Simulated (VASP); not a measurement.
Wanted: the native input for a VASP 6.6.1 run.

```yaml
Task: relaxation of shape and atoms at fixed volume
Functional: LDA
Potentials_or_basis: VASP PAW LDA potentials, release 64 (Ti_sv)
Cutoff: 600 eV
k_mesh: 15 × 15 × 8
Occupations: fermi-dirac, width 0.05 eV
Spin: no spin polarisation
Dipole_correction: no
Further_INCAR_settings: ALGO = Normal; EDIFF = 1e-06; IBRION = 2; EDIFFG = -0.005; NSW = 50; ISIF = 4
```

The structure of Ti lies in POSCAR:

```
Ti
1.0
    2.5685483444      0.0000000000      0.0000000000
   -1.2842741722      2.2244281171      0.0000000000
    0.0000000000      0.0000000000      4.0597796366
Ti
2
Direct
    0.3333333333      0.6666666667      0.2500000000
    0.6666666667      0.3333333333      0.7500000000
```

The input as run:

INCAR

```
SYSTEM = Ti
PREC = Accurate
ENCUT = 600
EDIFF = 1E-6
ISMEAR = -1
SIGMA = 0.05
LREAL = .FALSE.
LASPH = .TRUE.
NELM = 60
ALGO = Normal
ISIF = 4
LWAVE = .FALSE.
LCHARG = .FALSE.
IBRION = 2
NSW = 50
EDIFFG = -0.005
```

KPOINTS

```
regular mesh
0
G
  15 15 8
  0 0 0
```

Potentials or basis: VASP PAW LDA potentials, release 64 (Ti_sv).

The run is started by

```bash
$ cat potpaw_LDA.64/Ti_sv/POTCAR > POTCAR
$ mpirun -np 1 vasp_std > vasp.out
```

Results of the run:

The energy gained by relaxing is 13.9 meV/atom, the ionic steps are 7 and the pressure after relaxing is 67.3 GPa. The band gap on the k mesh is zero (bands 12 and 13 overlap by 1.35 eV).

Wall time 4.8 min on 1 thread of Intel Xeon 8259CL, on a shared host, peak memory 0.18 GiB.
